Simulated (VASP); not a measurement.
# H3Ir12C in VASP: single point with PBE+D3(BJ)

Aim: the single point of H3Ir12C with PBE+D3(BJ).

Program: VASP 6.6.1. These are calculated values, not measurements. Logs are shortened: lines on timing, memory, paths and dates and some standing lists are left out, and cuts for length are marked.

### 1 The cell of the first run

The cell holds a slab with vacuum, 16 atoms: a = 5.431 Å, b = 5.431 Å, c = 19.434 Å, α = 90.00°, β = 90.00°, γ = 60.00°.

### 2 Single point, PBE+D3(BJ)

Input file INCAR:

```
ALGO = Normal
EDIFF = 1E-6
ENCUT = 520
GGA = PE
ISIF = 2
ISMEAR = -1
IVDW = 12
LASPH = T
LCHARG = T
LELF = T
LREAL = Auto
LVHAR = T
LWAVE = F
NBANDS = 72
NELM = 100
PREC = Accurate
SIGMA = 0.1
```

Input file KPOINTS:

```
k-points
0
Gamma
  2 2 1
```

Input file POSCAR:

```
H3Ir12C
1.0
    5.4305800000      0.0000000000      0.0000000000
    2.7152900000      4.7030200000      0.0000000000
    0.0000000000      0.0000000000     19.4340500000
Ir C H
12 1 3
Direct
    0.1666622785      0.1666588703      0.0514560784
    0.6666641199      0.1666588703      0.0514560784
    0.1666734694      0.6666567440      0.0514560784
    0.6666753109      0.6666567440      0.0514560784
   -0.1679926828      0.3338493138      0.1636406205
    0.3338858844      0.3341469949      0.1635891644
   -0.1668375191      0.8334006660      0.1668206061
    0.3340317273      0.8319973124      0.1635943100
   -0.0045345227     -0.0047416341      0.2765712757
    0.5097079864     -0.0049755264      0.2766844790
   -0.0044221306      0.5088645168      0.2766484598
    0.5002510954      0.4997427185      0.2759949676
    0.1547800354      0.1784172723      0.3725368618
    0.0584487323      0.0770781328      0.4062354476
    0.4003280089      0.0508184103      0.3982906291
    0.0770568510      0.3819248058      0.4067500084
```

Potentials or basis: VASP PAW PBE potentials, release 64 (Ir, C, H).

Run with:

```bash
cat potpaw_PBE.64/Ir/POTCAR potpaw_PBE.64/C/POTCAR potpaw_PBE.64/H/POTCAR > POTCAR
mpirun -np 1 vasp_std > vasp.out
```

OUTCAR:

```text
EDIFF = 1E-6
   ENCUT = 520
   GGA = PE
   ISIF = 2
   ISMEAR = -1
   IVDW = 12
   LASPH = T
   LREAL = Auto
   NELM = 100
   PREC = Accurate
 IVDW          = 12

 ion  position               nearest neighbor table
   1  0.167  0.167  0.051-   8 2.69   6 2.69   5 2.69   4 2.72   3 2.72   2 2.72   2 2.72   3 2.72
                             4 2.72
   2  0.667  0.167  0.051-   6 2.68   5 2.68   3 2.72   4 2.72   1 2.72   1 2.72   4 2.72   3 2.72
                             7 2.74
   3  0.167  0.667  0.051-   6 2.68   8 2.68   2 2.72   1 2.72   4 2.72   4 2.72   1 2.72   2 2.72
                             7 2.74
   4  0.667  0.667  0.051-   8 2.68   5 2.68   1 2.72   2 2.72   3 2.72   3 2.72   2 2.72   1 2.72
                             7 2.74
   5  0.832  0.334  0.164-   2 2.68  12 2.68   4 2.68   1 2.69   6 2.70   8 2.70   9 2.71  11 2.71
                             7 2.72   7 2.72   8 2.73   6 2.73
   6  0.334  0.334  0.164-   3 2.68   2 2.68  12 2.69   1 2.69   8 2.70   5 2.70  11 2.71  10 2.72
                             7 2.72   7 2.72   5 2.73   8 2.73
   7  0.833  0.833  0.167-  10 2.62   9 2.62  11 2.62   8 2.72   5 2.72   6 2.72   6 2.72   5 2.72
                             8 2.72   4 2.74   2 2.74   3 2.74
   8  0.334  0.832  0.164-   4 2.68   3 2.68  12 2.69   1 2.69   6 2.70   5 2.70   9 2.71  10 2.71
                             7 2.72   7 2.72   5 2.73   6 2.73
   9  0.995  0.995  0.277-  13 2.47   7 2.62  10 2.64  11 2.64   5 2.71   8 2.71  12 2.71  12 2.72
                            11 2.79  10 2.79
  10  0.510  0.995  0.277-  13 2.50   7 2.62   9 2.64  11 2.64   8 2.71  12 2.72  12 2.72   6 2.72
                            11 2.79   9 2.79
  11  0.996  0.509  0.277-  13 2.43   7 2.62  10 2.64   9 2.64   5 2.71   6 2.71  12 2.72  12 2.72
                             9 2.79  10 2.79
  12  0.500  0.500  0.276-   5 2.68   6 2.69   8 2.69   9 2.71  11 2.72  10 2.72  10 2.72  11 2.72
                             9 2.72
  13  0.155  0.178  0.373-  14 1.14  16 1.17  15 1.26  11 2.43   9 2.47  10 2.50
  14  0.058  0.077  0.406-  13 1.14
  15  0.400  0.051  0.398-  13 1.26
  16  0.077  0.382  0.407-  13 1.17

  LATTYP: Found a hexagonal cell.
 ALAT       =     5.4305797945
 C/A-ratio  =     3.5786326203

  Lattice vectors:

 A1 = (  -2.7152900000,  -4.7030200000,   0.0000000000)
 A2 = (   5.4305800000,   0.0000000000,   0.0000000000)
 A3 = (   0.0000000000,   0.0000000000,  19.4340500000)

Analysis of symmetry for initial positions (statically):
=====================================================================
 Subroutine PRICEL returns:
 Original cell was already a primitive cell.

 Routine SETGRP: Setting up the symmetry group for a
 hexagonal supercell.

 Subroutine GETGRP returns: Found  1 space group operations
 (whereof  1 operations were pure point group operations)
 out of a pool of 24 trial point group operations.

The static configuration has the point symmetry C_1 .

Analysis of symmetry for dynamics (positions and initial velocities):
=====================================================================
 Subroutine PRICEL returns:
 Original cell was already a primitive cell.

 Routine SETGRP: Setting up the symmetry group for a
 hexagonal supercell.

 Subroutine GETGRP returns: Found  1 space group operations
 (whereof  1 operations were pure point group operations)
 out of a pool of 24 trial point group operations.

The dynamic configuration has the point symmetry C_1 .

 Subroutine INISYM returns: Found  1 space group operations
 (whereof  1 operations are pure point group operations),
 and found     1 'primitive' translations

----------------------------------------------------------------------------------------

                                     Primitive cell

  volume of cell :     496.3481

  direct lattice vectors                    reciprocal lattice vectors
     5.430580000  0.000000000  0.000000000     0.184142394 -0.106314666  0.000000000
     2.715290000  4.703020000  0.000000000     0.000000000  0.212629332  0.000000000
     0.000000000  0.000000000 19.434050000     0.000000000  0.000000000  0.051456078

  length of vectors
     5.430580000  5.430579795 19.434050000     0.212629324  0.212629332  0.051456078

  position of ions in fractional coordinates (direct lattice)
     0.166662278  0.166658870  0.051456078
     0.666664120  0.166658870  0.051456078
     0.166673469  0.666656744  0.051456078
     0.666675311  0.666656744  0.051456078
     0.832007317  0.333849314  0.163640620
     0.333885884  0.334146995  0.163589164
[... 8 lines left out ...]
     0.400328009  0.050818410  0.398290629
     0.077056851  0.381924806  0.406750008

  ion indices of the primitive-cell ions
   primitive index   ion index
                 1           1
                 2           2
                 3           3
                 4           4
                 5           5
                 6           6
[... 8 lines left out ...]
                15          15
                16          16

----------------------------------------------------------------------------------------

 KPOINTS: k-points

Automatic generation of k-mesh.
 Grid dimensions read from file:
 generate k-points for:    2    2    1

 Generating k-lattice:

  Cartesian coordinates                     Fractional coordinates (reciprocal lattice)
     0.092071197 -0.053157333  0.000000000     0.500000000  0.000000000  0.000000000
     0.000000000  0.106314666  0.000000000     0.000000000  0.500000000  0.000000000
     0.000000000  0.000000000  0.051456078     0.000000000  0.000000000  1.000000000

  Length of vectors
     0.106314662  0.106314666  0.051456078

  Shift w.r.t. Gamma in fractional coordinates (k-lattice)
     0.000000000  0.000000000  0.000000000

 Subroutine IBZKPT returns following result:
 ===========================================

 Found      4 irreducible k-points:

 Following reciprocal coordinates:
            Coordinates               Weight
  0.000000  0.000000  0.000000      1.000000
  0.500000  0.000000  0.000000      1.000000
  0.500000  0.500000  0.000000      1.000000
  0.000000  0.500000  0.000000      1.000000
   k-points           NKPTS =      4   k-points in BZ     NKDIM =      4   number of bands    NBANDS=     72
   number of dos      NEDOS =    301   number of ions     NIONS =     16
   total plane-waves  NPLWV = 240000
   dimension x,y,z NGX =    40 NGY =   40 NGZ =  150
   dimension x,y,z NGXF=    80 NGYF=   80 NGZF=  300
   ions per type =              12   1   3
   NGX,Y,Z   is equivalent  to a cutoff of  12.25, 12.25, 12.83 a.u.
   NGXF,Y,Z  is equivalent  to a cutoff of  24.49, 24.49, 25.66 a.u.
 SYSTEM =  unknown system
   PREC   = accura    normal or accurate (medium, high low for compatibility)
   ISTART =      0    job   : 0-new  1-cont  2-samecut
   ICHARG =      2    charge: 1-file 2-atom 10-const
   ISPIN  =      1    spin polarized calculation?
   LNONCOLLINEAR =      F non collinear calculations
   LSORBIT =      F    spin-orbit coupling
   LASPH  =      T    aspherical Exc in radial PAW
   ENCUT  =  520.0 eV  38.22 Ry    6.18 a.u.  10.10 10.10 36.13*2*pi/ulx,y,z
   NELM   =    100;   NELMIN=  2; NELMDL= -5     # of ELM steps
   EDIFF  = 0.1E-05   stopping-criterion for ELM
   LREAL  =      T    real-space projection
   EDIFFG = 0.1E-04   stopping-criterion for IOM
   NSW    =      0    number of steps for IOM
   IBRION =     -1    ionic relax: 0-MD 1-quasi-New 2-CG
   NFREE  =      0    steps in history (QN), initial steepest desc. (CG)
   ISIF   =      2    stress and relaxation
   ISYM   =      2    0-nonsym 1-usesym 2-fastsym
   POTIM  = 0.5000    time-step for ionic-motion
   TEBEG  =    0.0;   TEEND  =   0.0 temperature during run
   PSTRESS=    0.0 pullay stress
   NELECT =     115.0000    total number of electrons
   NUPDOWN=      -1.0000    fix difference up-down
   EMIN   =  10.00;   EMAX   =-10.00  energy-range for DOS
   EFERMI =   0.00;   METHOD = LEGACY
   ISMEAR =    -1;   SIGMA  =   0.10  broadening in eV -4-tet -1-fermi 0-gaus
   EFERMI_NEDOS =   21; number of points for ismear=-14 and -15
   IALGO  =     38    algorithm
   IMIX   =      4    mixing-type and parameters
     AMIX     =   0.40;   BMIX     =  1.00
     AMIX_MAG =   1.60;   BMIX_MAG =  1.00
  volume/ion in A,a.u.               =      31.02       209.35
  Fermi-wavevector in a.u.,A,eV,Ry     =   1.005492  1.900105 13.755685  1.011014
  Thomas-Fermi vector in A             =   2.138175
   LORBIT       =      0    0 simple, 1 ext, 2 COOP (PROOUT), +10 PAW based schemes
   GGA     = PE    functional components
   LHFCALC =     F    Hartree Fock is set to
   AEXX    =    0.0000 exact exchange contribution
   IVDW    =    12    specifies the selected vdW correction
   LEPSILON=     F    determine dielectric tensor
   LRPA    =     F    only Hartree local field effects (RPA)
 non-spin polarized calculation
  energy-cutoff  :      520.00
  volume of cell :      496.35
 maximum number of plane-waves:     13364
   NGX = 21   NGY = 21   NGZ = 73

 number of electron     115.0000003 magnetization

 Free energy of the ion-electron system (eV)
  ---------------------------------------------------
  ext. energy  EPLUGINS =         0.00000000
  ---------------------------------------------------
  free energy    TOTEN  =      -121.21538420 eV

  energy without entropy =     -120.81863010  energy(sigma->0) =     -121.01700715

 E-fermi :   0.5508     XC(G=0):  -6.2036

 val. band max:        0.4574156248   @ k =   0.5000   0.5000   0.0000
 cond. band min:       0.9931187432   @ k =   0.0000   0.0000   0.0000
 fundamental gap:      0.5357031184
 Fermi energy:         0.5508377132

 k-point     1 :       0.0000    0.0000    0.0000
  band No.  band energies     occupation
      1     -12.2247      2.00000
      2      -9.4639      2.00000
      3      -7.4913      2.00000
      4      -7.0718      2.00000
      5      -6.8027      2.00000
      6      -6.7996      2.00000
[... 61 lines left out ...]
     68       2.4660      0.00000
     69       2.4667      0.00000

 k-point     2 :       0.5000    0.0000    0.0000
  band No.  band energies     occupation
      1     -12.1644      2.00000
      2      -7.6243      2.00000
      3      -7.5123      2.00000
      4      -6.1790      2.00000
      5      -6.0589      2.00000
      6      -5.7572      2.00000
[... 61 lines left out ...]
     68       2.1174      0.00000
     69       3.0581      0.00000

 k-point     3 :       0.5000    0.5000    0.0000
  band No.  band energies     occupation
      1     -12.1646      2.00000
      2      -7.6316      2.00000
      3      -7.5086      2.00000
      4      -6.2228      2.00000
      5      -6.0305      2.00000
      6      -5.7565      2.00000
[... 61 lines left out ...]
     68       2.2135      0.00000
     69       3.0138      0.00000

 k-point     4 :       0.0000    0.5000    0.0000
  band No.  band energies     occupation
      1     -12.1642      2.00000
      2      -7.6289      2.00000
      3      -7.5093      2.00000
      4      -6.2014      2.00000
      5      -6.0280      2.00000
      6      -5.7642      2.00000
[... 61 lines left out ...]
     68       2.2589      0.00000
     69       3.0474      0.00000
 [bands above 69 left out]

------------------------ aborting loop because EDIFF is reached ----------------------------------------

 Edisp (eV)   -6.22299

 E8    (eV) :    -2.9695

  FORCE on cell =-STRESS in cart. coord.  units (eV):
  Direction    XX          YY          ZZ          XY          YZ          ZX
  --------------------------------------------------------------------------------------
  -------------------------------------------------------------------------------------
  Total     -19.60245   -19.32591    -4.38257     0.77232    -0.06179    -0.73110
  in kB     -63.27535   -62.38270   -14.14664     2.49301    -0.19944    -2.35994
  external pressure =      -46.60 kB  Pullay stress =        0.00 kB

 VOLUME and BASIS-vectors are now :
 -----------------------------------------------------------------------------
  energy-cutoff  :      520.00
  volume of cell :      496.35
      direct lattice vectors                 reciprocal lattice vectors
     5.430580000  0.000000000  0.000000000     0.184142394 -0.106314666  0.000000000
     2.715290000  4.703020000  0.000000000     0.000000000  0.212629332  0.000000000
     0.000000000  0.000000000 19.434050000     0.000000000  0.000000000  0.051456078

 POSITION                                       TOTAL-FORCE (eV/Angst)
 -----------------------------------------------------------------------------------
      1.35760      0.78380      1.00000         0.008450     -0.002040      0.118585
      4.07290      0.78380      1.00000         0.002290     -0.116665     -0.025365
      2.71530      3.13530      1.00000        -0.139881      0.075127      0.022436
      5.43060      3.13530      1.00000         0.125439      0.068993      0.012606
      5.42478      1.57010      3.18020         0.153221     -0.065625      0.021797
      2.72050      1.57150      3.17920        -0.143797     -0.094425      0.058117
[... 8 lines left out ...]
      2.31200      0.23900      7.74040        -1.771779      1.022992     -1.636596
      1.45550      1.79620      7.90480        -0.137595     -0.767304     -1.515802
 -----------------------------------------------------------------------------------
    total drift:                                0.007206      0.003321      0.003628

  FREE ENERGIE OF THE ION-ELECTRON SYSTEM (eV)
  ---------------------------------------------------
  free  energy   TOTEN  =      -127.4383716542 eV

  energy  without entropy=     -127.0416175524  energy(sigma->0) =     -127.23999460
```

Wall time 13 min (1 thread of Oxide Virtual Turin-like, shared host); peak memory 0.54 GiB.

What came out:

```
Free energy                : -127.4384 eV
Largest force              : 3.466 eV/Å
Band gap on the k mesh     : zero (an odd number of electrons rules out a gap without spin polarisation)
Dispersion energy per atom : -0.389 eV
```

Forces in eV/Å, atoms in the order of the input:
```
Ir   0.008 -0.002  0.119
Ir   0.002 -0.117 -0.025
Ir  -0.140  0.075  0.022
Ir   0.125  0.069  0.013
Ir   0.153 -0.066  0.022
Ir  -0.144 -0.094  0.058
Ir  -0.039  0.019 -0.771
Ir  -0.010  0.157  0.055
Ir   1.160  0.740  0.576
Ir  -1.074  0.622  0.584
Ir  -0.036 -1.472  0.704
Ir  -0.027  0.029 -0.079
C    1.728 -0.250  2.994
H    0.202  0.034 -1.119
H   -1.772  1.023 -1.637
H   -0.138 -0.767 -1.516
```

Levels at points of the mesh, in eV from the Fermi level:
| k point | band 59 | band 60 | band 61 | band 62 | band 63 | band 64 |
| --- | --- | --- | --- | --- | --- | --- |
| (0.00, 0.00, 0.00) | 0.88 | 1.08 | 1.09 | 1.14 | 1.23 | 1.27 |
| (0.50, 0.00, 0.00) | -0.13 | -0.11 | -0.09 | 0.59 | 0.71 | 0.93 |
| (0.50, 0.50, 0.00) | -0.15 | -0.13 | -0.09 | 0.60 | 0.74 | 0.92 |
| (0.00, 0.50, 0.00) | -0.14 | -0.13 | -0.10 | 0.60 | 0.73 | 0.92 |

Caveat: the k points lie up to 0.67 Å⁻¹ apart, too coarse for converged energies and pressures of a metal; there is no dipole correction, which matters where the two faces differ; spin-orbit coupling is left out, which moves the levels of the heavy elements.

The gap in the log of VASP goes by the Fermi energy; the results here count the filled bands.